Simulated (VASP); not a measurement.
# AlRu (Pm-3m) in VASP: notebook

The runs below take AlRu through single point, with BLYP, PBE, PBEsol, RPBE, r2SCAN.

Program: VASP 6.6.1. These are calculated values, not measurements. Logs are shortened: lines on timing, memory, paths and dates and some standing lists are left out, and cuts for length are marked.

## (1) The cell of the first run

The structure is cubic, space group Pm-3m (No. 221). The conventional cell has a = 2.992 Å, b = 2.992 Å, c = 2.992 Å, α = 90.00°, β = 90.00°, γ = 90.00°. Within 3.4 Å of Al (site symmetry m-3m) lie 8 Ru at 2.59 Å and 6 Al at 2.99 Å. Within 3.4 Å of Ru (site symmetry m-3m) lie 8 Al at 2.59 Å and 6 Ru at 2.99 Å.

## (2) Single point, BLYP

File INCAR:

```
PREC = Accurate ; ENCUT = 520
EDIFF = 1E-6 ; ISMEAR = 1
SIGMA = 0.1 ; LREAL = False
LASPH = True ; NELM = 60
ALGO = Normal ; ISIF = 2
LWAVE = False ; LCHARG = False
GGA = B5 ; ALDAX = 1.0
AGGAX = 1.0 ; AGGAC = 1.0
ALDAC = 0.0 ; NBANDS = 16
```

File KPOINTS:

```
Automatic mesh
0
Gamma
  11 11 11
```

File POSCAR:

```
AlRu
1.0
    2.9916000000      0.0000000000      0.0000000000
    0.0000000000      2.9916000000      0.0000000000
    0.0000000000      0.0000000000      2.9916000000
Al Ru
1 1
Direct
    0.0000000000      0.0000000000      0.0000000000
    0.5000000000      0.5000000000      0.5000000000
```

Potentials or basis: VASP PAW PBE potentials, release 64 (Al, Ru_pv).

The run is started by

```
cat potpaw_PBE.64/Al/POTCAR potpaw_PBE.64/Ru_pv/POTCAR > POTCAR
mpirun -np 1 vasp_std > vasp.out
```

OUTCAR:

```text
PREC = Accurate
   ENCUT = 520
   EDIFF = 1E-6
   ISMEAR = 1
   LREAL = False
   LASPH = True
   NELM = 60
   ISIF = 2
   GGA = B5

 ion  position               nearest neighbor table
   1  0.000  0.000  0.000-   2 2.59   2 2.59   2 2.59   2 2.59   2 2.59   2 2.59   2 2.59   2 2.59

   2  0.500  0.500  0.500-   1 2.59   1 2.59   1 2.59   1 2.59   1 2.59   1 2.59   1 2.59   1 2.59

  LATTYP: Found a simple cubic cell.
 ALAT       =     2.9916000000

  Lattice vectors:

 A1 = (   2.9916000000,   0.0000000000,   0.0000000000)
 A2 = (   0.0000000000,   2.9916000000,   0.0000000000)
 A3 = (   0.0000000000,   0.0000000000,   2.9916000000)

Analysis of symmetry for initial positions (statically):
=====================================================================
 Subroutine PRICEL returns:
 Original cell was already a primitive cell.

 Routine SETGRP: Setting up the symmetry group for a
 simple cubic supercell.

 Subroutine GETGRP returns: Found 48 space group operations
 (whereof 48 operations were pure point group operations)
 out of a pool of 48 trial point group operations.

The static configuration has the point symmetry O_h .

Analysis of symmetry for dynamics (positions and initial velocities):
=====================================================================
 Subroutine PRICEL returns:
 Original cell was already a primitive cell.

 Routine SETGRP: Setting up the symmetry group for a
 simple cubic supercell.

 Subroutine GETGRP returns: Found 48 space group operations
 (whereof 48 operations were pure point group operations)
 out of a pool of 48 trial point group operations.

The dynamic configuration has the point symmetry O_h .

 Subroutine INISYM returns: Found 48 space group operations
 (whereof 48 operations are pure point group operations),
 and found     1 'primitive' translations

----------------------------------------------------------------------------------------

                                     Primitive cell

  volume of cell :      26.7738

  direct lattice vectors                    reciprocal lattice vectors
     2.991600000  0.000000000  0.000000000     0.334269287  0.000000000  0.000000000
     0.000000000  2.991600000  0.000000000     0.000000000  0.334269287  0.000000000
     0.000000000  0.000000000  2.991600000     0.000000000  0.000000000  0.334269287

  length of vectors
     2.991600000  2.991600000  2.991600000     0.334269287  0.334269287  0.334269287

[... 74 lines left out ...]
   ISPIN  =      1    spin polarized calculation?
   LNONCOLLINEAR =      F non collinear calculations
   LSORBIT =      F    spin-orbit coupling
   LASPH  =      T    aspherical Exc in radial PAW
   ENCUT  =  520.0 eV  38.22 Ry    6.18 a.u.   5.56  5.56  5.56*2*pi/ulx,y,z
   NELM   =     60;   NELMIN=  2; NELMDL= -5     # of ELM steps
   EDIFF  = 0.1E-05   stopping-criterion for ELM
   LREAL  =      F    real-space projection
[... 7 lines left out ...]
   TEBEG  =    0.0;   TEEND  =   0.0 temperature during run
   PSTRESS=    0.0 pullay stress
   NELECT =      17.0000    total number of electrons
   NUPDOWN=      -1.0000    fix difference up-down
   EMIN   =  10.00;   EMAX   =-10.00  energy-range for DOS
   EFERMI =   0.00;   METHOD = LEGACY
   ISMEAR =     1;   SIGMA  =   0.10  broadening in eV -4-tet -1-fermi 0-gaus
   EFERMI_NEDOS =   21; number of points for ismear=-14 and -15
   IALGO  =     38    algorithm
   IMIX   =      4    mixing-type and parameters
     AMIX     =   0.40;   BMIX     =  1.00
     AMIX_MAG =   1.60;   BMIX_MAG =  1.00
  volume/ion in A,a.u.               =      13.39        90.34
  Fermi-wavevector in a.u.,A,eV,Ry     =   1.407087  2.659009 26.938090  1.979894
  Thomas-Fermi vector in A             =   2.529382
   LORBIT       =      0    0 simple, 1 ext, 2 COOP (PROOUT), +10 PAW based schemes
   GGA     = B5    functional components
   LHFCALC =     F    Hartree Fock is set to
   AEXX    =    0.0000 exact exchange contribution
   IVDW    =     0    specifies the selected vdW correction
   LEPSILON=     F    determine dielectric tensor
   LRPA    =     F    only Hartree local field effects (RPA)
 non-spin polarized calculation
 Methfessel and Paxton  Order N= 1 SIGMA  =   0.10
  energy-cutoff  :      520.00
  volume of cell :       26.77
 maximum number of plane-waves:       739
 NGX is ok and might be reduce to    24
   NGX = 11   NGY = 11   NGZ = 11

 number of electron      16.9999995 magnetization

 Free energy of the ion-electron system (eV)
  ---------------------------------------------------
  ext. energy  EPLUGINS =         0.00000000
  ---------------------------------------------------
  free energy    TOTEN  =       -11.91810942 eV

  energy without entropy =      -11.91685833  energy(sigma->0) =      -11.91769239

 E-fermi :  11.2574     XC(G=0): -11.9720

 val. band max:       11.2403062756   @ k =   0.3636   0.3636   0.3636
 cond. band min:      11.2633326244   @ k =   0.3636   0.0909   0.0909
 fundamental gap:      0.0230263488
 Fermi energy:        11.2574448240

 k-point     1 :       0.0000    0.0000    0.0000
  band No.  band energies     occupation
      1     -30.3688      2.00000
      2     -30.3688      2.00000
      3     -30.3688      2.00000
      4       1.6710      2.00000
      5       7.7378      2.00000
      6       7.7378      2.00000
[... 433 lines left out ...]
      3     -30.3730      2.00000
      4       3.3043      2.00000
      5       7.9134      2.00000
      6       8.2655      2.00000
[... 8 lines left out ...]
     15      25.1114      0.00000
     16      26.1476      0.00000

 [... further k-points ...]

------------------------ aborting loop because EDIFF is reached ----------------------------------------

  FORCE on cell =-STRESS in cart. coord.  units (eV):
  Direction    XX          YY          ZZ          XY          YZ          ZX
  --------------------------------------------------------------------------------------
  -------------------------------------------------------------------------------------
  Total        1.6258260      1.6258260      1.6258260      0.0000000      0.0000000     -0.0000000
  in kB       97.2913166     97.2913166     97.2913166      0.0000000      0.0000000     -0.0000000
  external PRESSURE =      97.2913166 kB  Pullay stress =       0.0000000 kB

 VOLUME and BASIS-vectors are now :
 -----------------------------------------------------------------------------
  energy-cutoff  :      520.00
  volume of cell :       26.77
      direct lattice vectors                 reciprocal lattice vectors
     2.991600000  0.000000000  0.000000000     0.334269287  0.000000000  0.000000000
     0.000000000  2.991600000  0.000000000     0.000000000  0.334269287  0.000000000
     0.000000000  0.000000000  2.991600000     0.000000000  0.000000000  0.334269287

 POSITION                                       TOTAL-FORCE (eV/Angst)
 -----------------------------------------------------------------------------------
      0.00000      0.00000      0.00000         0.000000      0.000000      0.000000
      1.49580      1.49580      1.49580         0.000000      0.000000      0.000000
 -----------------------------------------------------------------------------------
    total drift:                                0.000000     -0.000000     -0.000000

  FREE ENERGIE OF THE ION-ELECTRON SYSTEM (eV)
  ---------------------------------------------------
  free  energy   TOTEN  =       -11.9181094183 eV

  energy  without entropy=      -11.9168583264  energy(sigma->0) =      -11.91769239
```

It took 13 s on 1 thread of Intel Xeon Platinum 8488C (Sapphire Rapids), shared host; peak memory 0.15 GiB.

What came out:

```yaml
Free_energy: -11.9181 eV
Pressure: 9.7 GPa
```

Caveat: the PAW data sets were made with another functional, which shifts forces and pressure a little.

## (3) Single point, PBE

File INCAR:

```
PREC     = Accurate       # precision mode
ENCUT    = 520            # plane-wave cutoff, eV
EDIFF    = 1E-6           # SCF threshold, eV
ISMEAR   = 1              # smearing method
SIGMA    = 0.1            # smearing width, eV
LREAL    = False          # projectors in reciprocal space
LASPH    = True           # aspherical terms in the spheres
NELM     = 80             # most SCF steps
ALGO     = Normal         # electronic algorithm
ISIF     = 2              # what is computed and relaxed
LWAVE    = False          # write WAVECAR
LCHARG   = False          # write CHGCAR
GGA      = PE             # functional
NBANDS   = 16             # bands
```

File KPOINTS:

```
regular mesh
0
Gamma
  11 11 11
```

POSCAR is that of step 2.

Potentials or basis: VASP PAW PBE potentials, release 64 (Al, Ru_pv).

The run is started by

```
cat potpaw_PBE.64/Al/POTCAR potpaw_PBE.64/Ru_pv/POTCAR > POTCAR
mpirun -np 1 vasp_std > vasp.out
```

OUTCAR:

```text
PREC = Accurate
   ENCUT = 520
   EDIFF = 1E-6
   ISMEAR = 1
   LREAL = False
   LASPH = True
   NELM = 80
   ISIF = 2
   GGA = PE

 ion  position               nearest neighbor table
   1  0.000  0.000  0.000-   2 2.59   2 2.59   2 2.59   2 2.59   2 2.59   2 2.59   2 2.59   2 2.59

   2  0.500  0.500  0.500-   1 2.59   1 2.59   1 2.59   1 2.59   1 2.59   1 2.59   1 2.59   1 2.59

  LATTYP: Found a simple cubic cell.
 ALAT       =     2.9916000000

  Lattice vectors:

 A1 = (   2.9916000000,   0.0000000000,   0.0000000000)
 A2 = (   0.0000000000,   2.9916000000,   0.0000000000)
 A3 = (   0.0000000000,   0.0000000000,   2.9916000000)

Analysis of symmetry for initial positions (statically):
=====================================================================
 Subroutine PRICEL returns:
 Original cell was already a primitive cell.

 Routine SETGRP: Setting up the symmetry group for a
 simple cubic supercell.

 Subroutine GETGRP returns: Found 48 space group operations
 (whereof 48 operations were pure point group operations)
 out of a pool of 48 trial point group operations.

The static configuration has the point symmetry O_h .
[... 161 lines left out ...]

 E-fermi :  10.7179     XC(G=0): -12.5663

 val. band max:       10.7085938511   @ k =   0.4545   0.3636   0.2727
 cond. band min:      10.7364875348   @ k =   0.3636   0.3636   0.2727
 fundamental gap:      0.0278936837
 Fermi energy:        10.7178939620

 k-point     1 :       0.0000    0.0000    0.0000
  band No.  band energies     occupation
      1     -31.0536      2.00000
      2     -31.0536      2.00000
      3     -31.0536      2.00000
      4       1.0424      2.00000
      5       7.1497      2.00000
      6       7.1497      2.00000
[... 433 lines left out ...]
      3     -31.0578      2.00000
      4       2.6758      2.00000
      5       7.3075      2.00000
      6       7.6856      2.00000
[... 8 lines left out ...]
     15      24.4998      0.00000
     16      25.6096      0.00000

 [... further k-points ...]

------------------------ aborting loop because EDIFF is reached ----------------------------------------

  FORCE on cell =-STRESS in cart. coord.  units (eV):
  Direction    XX          YY          ZZ          XY          YZ          ZX
  --------------------------------------------------------------------------------------
  -------------------------------------------------------------------------------------
  Total        0.4274103      0.4274103      0.4274103     -0.0000000     -0.0000000      0.0000000
  in kB       25.5767283     25.5767283     25.5767283     -0.0000000     -0.0000000      0.0000000
  external PRESSURE =      25.5767283 kB  Pullay stress =       0.0000000 kB

 VOLUME and BASIS-vectors are now :
 -----------------------------------------------------------------------------
  energy-cutoff  :      520.00
  volume of cell :       26.77
      direct lattice vectors                 reciprocal lattice vectors
     2.991600000  0.000000000  0.000000000     0.334269287  0.000000000  0.000000000
     0.000000000  2.991600000  0.000000000     0.000000000  0.334269287  0.000000000
     0.000000000  0.000000000  2.991600000     0.000000000  0.000000000  0.334269287

 POSITION                                       TOTAL-FORCE (eV/Angst)
 -----------------------------------------------------------------------------------
      0.00000      0.00000      0.00000         0.000000      0.000000      0.000000
      1.49580      1.49580      1.49580         0.000000      0.000000      0.000000
 -----------------------------------------------------------------------------------
    total drift:                                0.000000     -0.000000     -0.000000

  FREE ENERGIE OF THE ION-ELECTRON SYSTEM (eV)
  ---------------------------------------------------
  free  energy   TOTEN  =       -14.2479112338 eV

  energy  without entropy=      -14.2465966141  energy(sigma->0) =      -14.24747303
```

OSZICAR:

```text
N       E                     dE             d eps       ncg     rms          rms(c)
DAV:   1     0.114502721900E+03    0.11450E+03   -0.90935E+03  1832   0.979E+02
DAV:   2    -0.130930047004E+02   -0.12760E+03   -0.12156E+03  2120   0.289E+02
DAV:   3    -0.149077945927E+02   -0.18148E+01   -0.18098E+01  2280   0.365E+01
DAV:   4    -0.149215374314E+02   -0.13743E-01   -0.13719E-01  2272   0.329E+00
DAV:   5    -0.149217425650E+02   -0.20513E-03   -0.20500E-03  2152   0.385E-01    0.122E+01
DAV:   6    -0.143321086055E+02    0.58963E+00   -0.22919E+00  1960   0.164E+01    0.233E+00
DAV:   7    -0.142629059570E+02    0.69203E-01   -0.17123E-01  1928   0.464E+00    0.202E+00
DAV:   8    -0.142480235693E+02    0.14882E-01   -0.16585E-02  2104   0.954E-01    0.195E-01
DAV:   9    -0.142479186980E+02    0.10487E-03   -0.20497E-04  2240   0.111E-01    0.124E-01
DAV:  10    -0.142479120889E+02    0.66091E-05   -0.24200E-05  2000   0.534E-02    0.647E-03
DAV:  11    -0.142479112338E+02    0.85517E-06   -0.89867E-07  1760   0.106E-02
   1 F= -.14247911E+02 E0= -.14247473E+02  d E =-.131462E-02
```

It took 9.3 s on 1 thread of Intel Xeon Platinum 8488C (Sapphire Rapids), shared host; peak memory 0.15 GiB.

What came out:

```
Free energy : -14.2479 eV
Pressure    : 2.6 GPa
```

[end of part 1 of 2]
